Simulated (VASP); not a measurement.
# Mg3Te (I4/mmm) in VASP: a series of runs

Runs on Mg3Te. Level: PBEsol. Tasks: relaxation of cell and atoms.

All numbers are computed with VASP 6.6.1; they aren't measurements. Logs are shortened: lines on timing, memory, paths and dates and some standing lists are left out, and cuts for length are marked.

**1. The cell of the first run**

The structure is tetragonal, space group I4/mmm (No. 139). The conventional cell has a = 4.279 Å, b = 4.279 Å, c = 10.565 Å, α = 90.00°, β = 90.00°, γ = 90.00°. Within 4.0 Å of Te (site symmetry 4/mmm) lie 12 Mg at 3.03 to 3.40 Å. Mg (site symmetry -4m2) has 8 Mg at 3.03 to 3.40 Å and 4 Te at 3.40 Å within 4.0 Å. Mg (site symmetry 4/mmm) has 4 Te at 3.03 Å and 8 Mg at 3.40 Å within 4.0 Å.

**2. Relaxation of cell and atoms, PBEsol, target pressure 10 GPa, at which the enthalpy is minimised**

INCAR reads:

```
SYSTEM = Mg3Te
  PREC = Accurate
  ENCUT = 600
  EDIFF = 1E-7
  ISMEAR = -1
  SIGMA = 0.05
  LREAL = .FALSE.
  LASPH = .TRUE.
  NELM = 60
  ALGO = Normal
  ISIF = 3
  LWAVE = .FALSE.
  LCHARG = .FALSE.
  GGA = PS
  IBRION = 2
  NSW = 60
  EDIFFG = -0.01
  PSTRESS = 100.0
```

KPOINTS reads:

```
regular mesh
0
G
  9 9 9
  0 0 0
```

POSCAR reads:

```
Mg3Te
1.0
   -2.1393600000      2.1393600000      5.2824880000
    2.1393600000     -2.1393600000      5.2824880000
    2.1393600000      2.1393600000     -5.2824880000
Te Mg
1 3
Direct
    0.0000000000      0.0000000000      0.0000000000
    0.2500000000      0.7500000000      0.5000000000
    0.7500000000      0.2500000000      0.5000000000
    0.5000000000      0.5000000000      0.0000000000
```

Potentials or basis: VASP PAW PBE potentials, release 64 (Te, Mg).

Started as:

```
> cat potpaw_PBE.64/Te/POTCAR potpaw_PBE.64/Mg/POTCAR > POTCAR
> mpirun -np 1 vasp_std > vasp.out
```

OUTCAR:

```text
SYSTEM = Mg3Te
   PREC = Accurate
   ENCUT = 600
   EDIFF = 1E-7
   ISMEAR = -1
   LREAL = .FALSE.
   LASPH = .TRUE.
   NELM = 60
   ISIF = 3
   GGA = PS
   IBRION = 2
   NSW = 60
   EDIFFG = -0.01
   PSTRESS = 100.0

 ion  position               nearest neighbor table
   1  0.000  0.000  0.000-   4 3.03   4 3.03   4 3.03   4 3.03   3 3.40   2 3.40   3 3.40   2 3.40
                             3 3.40   3 3.40   2 3.40   2 3.40
   2  0.250  0.750  0.500-   3 3.03   3 3.03   3 3.03   3 3.03   4 3.40   1 3.40   4 3.40   4 3.40
                             1 3.40   1 3.40   4 3.40   1 3.40
   3  0.750  0.250  0.500-   2 3.03   2 3.03   2 3.03   2 3.03   4 3.40   1 3.40   4 3.40   1 3.40
                             4 3.40   4 3.40   1 3.40   1 3.40
   4  0.500  0.500  0.000-   1 3.03   1 3.03   1 3.03   1 3.03   3 3.40   2 3.40   3 3.40   3 3.40
                             2 3.40   2 3.40   3 3.40   2 3.40

  LATTYP: Found a body centered tetragonal cell.
 ALAT       =     4.2787200000
 C/A-ratio  =     2.4691907860

  Lattice vectors:

 A1 = (  -2.1393600000,   2.1393600000,   5.2824880000)
 A2 = (   2.1393600000,  -2.1393600000,   5.2824880000)
 A3 = (   2.1393600000,   2.1393600000,  -5.2824880000)

Analysis of symmetry for initial positions (statically):
=====================================================================
 Subroutine PRICEL returns:
 Original cell was already a primitive cell.

 Routine SETGRP: Setting up the symmetry group for a
 body centered tetragonal supercell.

 Subroutine GETGRP returns: Found 16 space group operations
 (whereof 16 operations were pure point group operations)
 out of a pool of 16 trial point group operations.

The static configuration has the point symmetry D_4h.

Analysis of symmetry for dynamics (positions and initial velocities):
=====================================================================
 Subroutine PRICEL returns:
 Original cell was already a primitive cell.

 Routine SETGRP: Setting up the symmetry group for a
 body centered tetragonal supercell.

 Subroutine GETGRP returns: Found 16 space group operations
 (whereof 16 operations were pure point group operations)
 out of a pool of 16 trial point group operations.

The dynamic configuration has the point symmetry D_4h.

 Subroutine INISYM returns: Found 16 space group operations
 (whereof 16 operations are pure point group operations),
 and found     1 'primitive' translations

----------------------------------------------------------------------------------------

                                     Primitive cell

  volume of cell :      96.7089

  direct lattice vectors                    reciprocal lattice vectors
    -2.139360000  2.139360000  5.282488000     0.000000000  0.233714756  0.094652368
     2.139360000 -2.139360000  5.282488000     0.233714756  0.000000000  0.094652368
     2.139360000  2.139360000 -5.282488000     0.233714756  0.233714756  0.000000000

  length of vectors
     6.087561243  6.087561243  6.087561243     0.252154036  0.252154036  0.330522577

  position of ions in fractional coordinates (direct lattice)
     0.000000000  0.000000000  0.000000000
     0.250000000  0.750000000  0.500000000
     0.750000000  0.250000000  0.500000000
     0.500000000  0.500000000  0.000000000

  ion indices of the primitive-cell ions
   primitive index   ion index
                 1           1
                 2           2
                 3           3
                 4           4

----------------------------------------------------------------------------------------

 KPOINTS: regular mesh

Automatic generation of k-mesh.
 Grid dimensions read from file:
 generate k-points for:    9    9    9

 Generating k-lattice:

  Cartesian coordinates                     Fractional coordinates (reciprocal lattice)
     0.000000000  0.025968306  0.010516930     0.111111111  0.000000000  0.000000000
     0.025968306  0.000000000  0.010516930     0.000000000  0.111111111  0.000000000
     0.025968306  0.025968306  0.000000000     0.000000000  0.000000000  0.111111111

  Length of vectors
     0.028017115  0.028017115  0.036724731

  Shift w.r.t. Gamma in fractional coordinates (k-lattice)
     0.000000000  0.000000000  0.000000000

 Subroutine IBZKPT returns following result:
 ===========================================

 Found     75 irreducible k-points:

 Following reciprocal coordinates:
            Coordinates               Weight
  0.000000  0.000000  0.000000      1.000000
  0.111111 -0.000000  0.000000      8.000000
  0.222222 -0.000000  0.000000      8.000000
  0.333333  0.000000  0.000000      8.000000
  0.444444 -0.000000  0.000000      8.000000
  0.111111  0.111111  0.000000      8.000000
[... 16 lines left out ...]
 -0.333333  0.333333  0.000000      4.000000
  0.444444  0.444444  0.000000      8.000000
 [... further k-points ...]
   k-points           NKPTS =     75   k-points in BZ     NKDIM =     75   number of bands    NBANDS=     10
   number of dos      NEDOS =    301   number of ions     NIONS =      4
   total plane-waves  NPLWV = 125000
   dimension x,y,z NGX =    50 NGY =   50 NGZ =   50
   dimension x,y,z NGXF=   100 NGYF=  100 NGZF=  100
   ions per type =               1   3
   NGX,Y,Z   is equivalent  to a cutoff of  13.65, 13.65, 13.65 a.u.
   NGXF,Y,Z  is equivalent  to a cutoff of  27.31, 27.31, 27.31 a.u.
 SYSTEM =  Mg3Te
   PREC   = accura    normal or accurate (medium, high low for compatibility)
   ISTART =      0    job   : 0-new  1-cont  2-samecut
   ICHARG =      2    charge: 1-file 2-atom 10-const
   ISPIN  =      1    spin polarized calculation?
   LNONCOLLINEAR =      F non collinear calculations
   LSORBIT =      F    spin-orbit coupling
   LASPH  =      T    aspherical Exc in radial PAW
   ENCUT  =  600.0 eV  44.10 Ry    6.64 a.u.  12.16 12.16 12.16*2*pi/ulx,y,z
   NELM   =     60;   NELMIN=  2; NELMDL= -5     # of ELM steps
   EDIFF  = 0.1E-06   stopping-criterion for ELM
   LREAL  =      F    real-space projection
   EDIFFG = -.1E-01   stopping-criterion for IOM
   NSW    =     60    number of steps for IOM
   IBRION =      2    ionic relax: 0-MD 1-quasi-New 2-CG
   NFREE  =      1    steps in history (QN), initial steepest desc. (CG)
   ISIF   =      3    stress and relaxation
   ISYM   =      2    0-nonsym 1-usesym 2-fastsym
   POTIM  = 0.5000    time-step for ionic-motion
   TEBEG  =    0.0;   TEEND  =   0.0 temperature during run
   PSTRESS=  100.0 pullay stress
   NELECT =      12.0000    total number of electrons
   NUPDOWN=      -1.0000    fix difference up-down
   EMIN   =  10.00;   EMAX   =-10.00  energy-range for DOS
   EFERMI =   0.00;   METHOD = LEGACY
   ISMEAR =    -1;   SIGMA  =   0.05  broadening in eV -4-tet -1-fermi 0-gaus
   EFERMI_NEDOS =   21; number of points for ismear=-14 and -15
   IALGO  =     38    algorithm
   IMIX   =      4    mixing-type and parameters
     AMIX     =   0.40;   BMIX     =  1.00
     AMIX_MAG =   1.60;   BMIX_MAG =  1.00
  volume/ion in A,a.u.               =      24.18       163.16
  Fermi-wavevector in a.u.,A,eV,Ry     =   0.816544  1.543045  9.071614  0.666745
  Thomas-Fermi vector in A             =   1.926832
   LORBIT       =      0    0 simple, 1 ext, 2 COOP (PROOUT), +10 PAW based schemes
   GGA     = PS    functional components
   LHFCALC =     F    Hartree Fock is set to
   AEXX    =    0.0000 exact exchange contribution
   IVDW    =     0    specifies the selected vdW correction
   LEPSILON=     F    determine dielectric tensor
   LRPA    =     F    only Hartree local field effects (RPA)
 conjugate gradient relaxation of ions
 non-spin polarized calculation
  energy-cutoff  :      600.00
  volume of cell :       96.71
 maximum number of plane-waves:      3253
 NGX is ok and might be reduce to    50
   NGX = 25   NGY = 25   NGZ = 25

--------------------------------------- Ionic step        1  -------------------------------------------

 number of electron      12.0000000 magnetization

 Free energy of the ion-electron system (eV)
  ---------------------------------------------------
  ext. energy  EPLUGINS =         0.00000000
  ---------------------------------------------------
  free energy    TOTEN  =        -9.41113897 eV

  energy without entropy =       -9.39138475  energy(sigma->0) =       -9.40126186

 E-fermi :   4.4971     XC(G=0):  -9.0018

 val. band max:        4.4969262920   @ k =  -0.1111  -0.2222   0.1111
 cond. band min:       4.5245752806   @ k =   0.4444   0.3333   0.0000
 fundamental gap:      0.0276489886
 Fermi energy:         4.4970976727

 k-point     1 :       0.0000    0.0000    0.0000
  band No.  band energies     occupation
      1      -7.7842      2.00000
      2       0.1768      2.00000
      3       0.2814      2.00000
      4       1.8589      2.00000
      5       1.8589      2.00000
      6       4.7429      0.01456
      7       5.6971      0.00000
      8       6.0477      0.00000
      9       6.0477      0.00000
     10       6.2198      0.00000
[... 410 lines left out ...]
  FREE ENERGIE OF THE ION-ELECTRON SYSTEM (eV)
  ---------------------------------------------------
  free  energy   TOTEN  =        -9.0127245273 eV

  energy  without entropy=       -8.9971183162  energy(sigma->0) =       -9.00492142

  enthalpy is  TOTEN    =        -4.0879132203 eV   P V=        4.9248113070

[... ionic steps 4 to 7 ...]

--------------------------------------- Ionic step        8  -------------------------------------------

 number of electron      12.0000000 magnetization

------------------------ aborting loop because EDIFF is reached ----------------------------------------

  FORCE on cell =-STRESS in cart. coord.  units (eV):
  Direction    XX          YY          ZZ          XY          YZ          ZX
  --------------------------------------------------------------------------------------
  -------------------------------------------------------------------------------------
  Total        4.9527561      4.9527561      4.9216460      0.0000000      0.0000000      0.0000000
  in kB      101.1256027    101.1256027    100.4903959      0.0000000      0.0000000      0.0000000
  external PRESSURE =       0.9138671 kB  Pullay stress =     100.0000000 kB
[... 65 lines left out ...]
  enthalpy is  TOTEN    =        -4.1227814950 eV   P V=        4.9081991425

--------------------------------------- Ionic step       10  -------------------------------------------

 number of electron      12.0000000 magnetization

 Free energy of the ion-electron system (eV)
  ---------------------------------------------------
  ext. energy  EPLUGINS =         0.00000000
  ---------------------------------------------------
  free energy    TOTEN  =        -9.02615964 eV

  energy without entropy =       -9.01442704  energy(sigma->0) =       -9.02029334

 E-fermi :   6.3061     XC(G=0):  -9.7739

 val. band max:        6.2720448782   @ k =   0.4444   0.3333   0.0000
 cond. band min:       6.3209540653   @ k =  -0.4444   0.2222  -0.0000
 fundamental gap:      0.0489091870
 Fermi energy:         6.3060511658

 k-point     1 :       0.0000    0.0000    0.0000
  band No.  band energies     occupation
      1      -7.0749      2.00000
      2       1.3641      2.00000
      3       2.0722      2.00000
      4       3.1023      2.00000
      5       3.1023      2.00000
      6       6.8616      0.00003
      7       7.2040      0.00000
      8       7.4055      0.00000
      9       7.6308      0.00000
     10       7.6308      0.00000
[... 330 lines left out ...]
  FREE ENERGIE OF THE ION-ELECTRON SYSTEM (eV)
  ---------------------------------------------------
  free  energy   TOTEN  =        -9.0261596435 eV

  energy  without entropy=       -9.0144270364  energy(sigma->0) =       -9.02029334

  enthalpy is  TOTEN    =        -4.1228002393 eV   P V=        4.9033594043

 reached required accuracy - stopping structural energy minimisation
```

Wall time 17 min (1 thread of Intel Xeon 8259CL, shared host); peak memory 0.46 GiB.

Results:

* Free energy: -9.0262 eV
* Relaxed volume: 19.64 Å³/atom
* Relaxed cell: a = 5.548 Å, b = 5.548 Å, c = 5.548 Å, α = 136.97°, β = 136.97°, γ = 62.48°
* Space group after relaxing (to 0.1 Å): I4/mmm (No. 139)
* Energy change on relaxing (the run minimises the enthalpy): +96.2 meV/atom
* Ionic steps: 10
* Pressure after relaxing: 10.0 GPa
* Band gap on the k mesh: zero (bands 6 and 7 overlap by 2.24 eV)

The path:
| step | energy change (eV) | largest force (eV/Å) | pressure (GPa) | volume (Å³) |
| --- | --- | --- | --- | --- |
| 1 | 0.0000 | 0.0000 | -1.09 | 96.71 |
| 2 | 0.6823 | 0.0000 | 14.24 | 75.13 |
| 3 | 0.3984 | 0.0000 | 10.08 | 78.90 |
| 4 | 0.3779 | 0.0000 | 9.75 | 79.24 |
| 5 | 0.3742 | 0.0000 | 9.80 | 78.99 |
| 6 | 0.3845 | 0.0000 | 10.01 | 78.58 |
| 7 | 0.3918 | 0.0000 | 10.10 | 78.45 |
| 8 | 0.3907 | 0.0000 | 10.09 | 78.47 |
| 9 | 0.3802 | 0.0000 | 9.92 | 78.64 |
| 10 | 0.3850 | 0.0000 | 10.00 | 78.56 |

Final structure:
```cif
data_structure
_symmetry_space_group_name_H-M 'P 1'
_symmetry_Int_Tables_number 1
_cell_length_a 5.5483
_cell_length_b 5.5483
_cell_length_c 5.5483
_cell_angle_alpha 136.971
_cell_angle_beta 136.971
_cell_angle_gamma 62.482
_cell_volume 78.56
loop_
_atom_site_label
_atom_site_type_symbol
_atom_site_fract_x
_atom_site_fract_y
_atom_site_fract_z
_atom_site_occupancy
Te1 Te 0.00000 0.00000 0.00000 1
Mg1 Mg 0.25000 0.75000 0.50000 1
Mg2 Mg 0.75000 0.25000 0.50000 1
Mg3 Mg 0.50000 0.50000 0.00000 1
```

Caveat: the cell is relaxed towards a set pressure, so the run minimises the enthalpy, not the energy; the volume moved by over 15 % at a fixed basis, so the end points are rough; the PAW data sets were made with another functional, which shifts forces and pressure a little; spin-orbit coupling is left out, which moves the levels of the heavy elements.

(Continued in part 2 of 2.)

The gap in the log of VASP goes by the Fermi energy; the results here count the filled bands.